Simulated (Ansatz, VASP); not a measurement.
Given: the input of a run of Ansatz 0.2.0 on Pb.

File input.yaml:

```yaml
crystal:
  lattice:
    - [0.0, 2.4415696833, 2.4415696833]
    - [2.4415696833, 0.0, 2.4415696833]
    - [2.4415696833, 2.4415696833, 0.0]
  atoms:
    - { symbol: Pb, position: [0.0, 0.0, 0.0] }
hamiltonian:
  xc: b3lyp
  pseudopotentials: { kind: paw }
kpoints:
  mp_grid: { grid: [5, 5, 5] }
scf:
  occupations: { method: fermi_dirac, width: 0.05 }
output:
  forces: true
  stress: true
  eigenvalues: true
```

Potentials or basis: Ansatz PAW.

Run with:

```sh
$ ansatz run input.yaml --threads 2 --pin off --max-ram 5632MiB --backend cpu --events-out ev --progress --plain --runs-dir out
```

Translate it to VASP 6.6.1. Potentials there: VASP PAW PBE potentials, release 64 (Pb_d).

As run (the cutoff follows the program's own potentials):

Contents of POSCAR:

```
Pb
1.0
    0.0000000000      2.4415696833      2.4415696833
    2.4415696833      0.0000000000      2.4415696833
    2.4415696833      2.4415696833      0.0000000000
Pb
1
Direct
    0.0000000000      0.0000000000      0.0000000000
```

File INCAR.step1:

```
PREC     = Accurate       # precision mode
ENCUT    = 520            # plane-wave cutoff, eV
EDIFF    = 1E-5           # SCF threshold, eV
ISMEAR   = -1             # smearing method
SIGMA    = 0.05           # smearing width, eV
LREAL    = False          # projectors in reciprocal space
LASPH    = True           # aspherical terms in the spheres
NELM     = 80             # most SCF steps
ALGO     = Normal         # electronic algorithm
ISIF     = 2              # what is computed and relaxed
LWAVE    = True           # write WAVECAR
LCHARG   = False          # write CHGCAR
GGA      = PE             # functional
NBANDS   = 13             # bands
```

INCAR.step2

```
PREC     = Accurate       # precision mode
ENCUT    = 520            # plane-wave cutoff, eV
EDIFF    = 1E-7           # SCF threshold, eV
ISMEAR   = -1             # smearing method
SIGMA    = 0.05           # smearing width, eV
LREAL    = False          # projectors in reciprocal space
LASPH    = True           # aspherical terms in the spheres
NELM     = 80             # most SCF steps
ALGO     = Normal         # electronic algorithm
ISIF     = 2              # what is computed and relaxed
LWAVE    = False          # write WAVECAR
LCHARG   = False          # write CHGCAR
GGA      = B3             # functional
LHFCALC  = True           # exact exchange
AEXX     = 0.2            # exact-exchange fraction
AGGAX    = 0.72         
AGGAC    = 0.81         
ALDAC    = 0.19         
PRECFOCK = Normal       
ISTART   = 1            
NBANDS   = 13             # bands
```

KPOINTS

```
Automatic mesh
0
Gamma
  5 5 5
```

Potentials or basis: VASP PAW PBE potentials, release 64 (Pb_d).

The run is started by

```sh
$ cat potpaw_PBE.64/Pb_d/POTCAR > POTCAR
$ cp INCAR.step1 INCAR
$ mpirun -np 1 vasp_std > vasp.out
$ cp INCAR.step2 INCAR
$ mpirun -np 1 vasp_std > vasp.out
```

Both were run:

|  | VASP | Ansatz | Ansatz less VASP |
| --- | --- | --- | --- |
| gap on the k mesh at the Fermi level (eV) | none | none | - |
| pressure (GPa) | 6.3 | 6.2 | -0.05 |

VASP's potentials were made for PBE, not for B3LYP. A gap of «none» marks a metal or a gap that the smearing closes.

The k mesh is coarse, so the values compare programs but aren't converged. Neither program's run includes spin-orbit coupling.
